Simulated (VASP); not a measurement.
Li2Se: single point with r2SCAN

The system is Li2Se.

```
Li Se
1.0
     0.00000    2.99346    2.99346
     2.99346    0.00000    2.99346
     2.99346    2.99346    0.00000
Li Se
2 1
Direct
  0.25000 0.25000 0.25000
  0.75000 0.75000 0.75000
  0.00000 0.00000 0.00000
```

* Program: VASP 6.6.1
* Task: single point
* Functional: r2SCAN
* Potentials or basis: VASP PAW PBE potentials, release 64 (Li_sv, Se)
* Cutoff: 830 eV
* k mesh: 6 × 6 × 6
* Occupations: gaussian, width 0.01 eV
* Spin: no spin polarisation
* Dipole correction: no
* Further INCAR settings: ALGO = Normal; EDIFF = 1e-06; NBANDS = 13

```json
{
  "Pressure": "-0.2 GPa",
  "Band gap on the k mesh": "3.46 eV, indirect (least direct gap 4.18 eV)"
}
```

Levels at points of the mesh, in eV from the valence-band top:
```csv
k point,band 3,band 4,band 5,band 6,band 7,band 8,band 9,band 10
"(0.00, 0.00, 0.00)",-11.79,0.00,0.00,0.00,4.18,6.31,6.31,6.31
"(0.50, 0.00, 0.00)",-11.41,-2.92,-0.53,-0.53,5.98,6.60,6.60,8.64
"(0.50, 0.50, 0.00)",-11.29,-2.27,-1.45,-1.45,3.46,7.00,11.37,11.37
```

Wall time 70 s on 1 thread of Intel(R) Xeon(R) Platinum 8375C CPU @ 2.90GHz (Ice Lake), with other jobs on the host, peak memory 0.26 GiB.

Caveat: the PAW data sets were made with another functional, which shifts forces and pressure a little. r2SCAN opens gaps a little over a GGA but as a rule still falls short of measured ones.
